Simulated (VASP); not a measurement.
Write the native input for VASP 6.6.1 that does the following.

| Item | Value |
| --- | --- |
| Task | single point |
| Functional | PBE |
| Potentials or basis | VASP PAW PBE potentials, release 64 (Sb, Ga_d) |
| Cutoff | 520 eV |
| k mesh | 10 × 10 × 10 |
| Occupations | fermi-dirac, width 0.05 eV |
| Spin | no spin polarisation |
| Dipole correction | no |
| Further INCAR settings | ALGO = Normal; EDIFF = 1e-07; NBANDS = 16 |

The structure of GaSb lies in POSCAR:

```
GaSb
1.0
   -2.7349540204      2.7349540204      1.5800307924
    2.7349540204     -2.7349540204      1.5800307924
    2.7349540204      2.7349540204     -1.5800307924
Sb Ga
1 1
Direct
    0.0000000000      0.0000000000      0.0000000000
    0.7500000000      0.2500000000      0.5000000000
```

The input as run:

INCAR

```
SYSTEM = GaSb
PREC = Accurate
ENCUT = 520
EDIFF = 1E-7
ISMEAR = -1
SIGMA = 0.05
LREAL = .FALSE.
LASPH = .TRUE.
NELM = 100
ALGO = Normal
ISIF = 2
LWAVE = .FALSE.
LCHARG = .FALSE.
GGA = PE
NBANDS = 16
```

KPOINTS

```
regular mesh
0
G
  10 10 10
  0 0 0
```

Potentials or basis: VASP PAW PBE potentials, release 64 (Sb, Ga_d).

Launch:

```console
$ cat potpaw_PBE.64/Sb/POTCAR potpaw_PBE.64/Ga_d/POTCAR > POTCAR
$ mpirun -np 1 vasp_std > vasp.out
```

Results of the run:

```json
{"Pressure": "1.3 GPa", "Band gap on the k mesh": "zero (band 9 reaches 8.58 eV, above the bottom of band 10 at 4.00 eV)"}
```

Caveat: spin-orbit coupling is left out, which moves the levels of the heavy elements.

Wall time 32 s on 1 thread of Intel Xeon 6975P-C, on a shared host, peak memory 0.23 GiB.
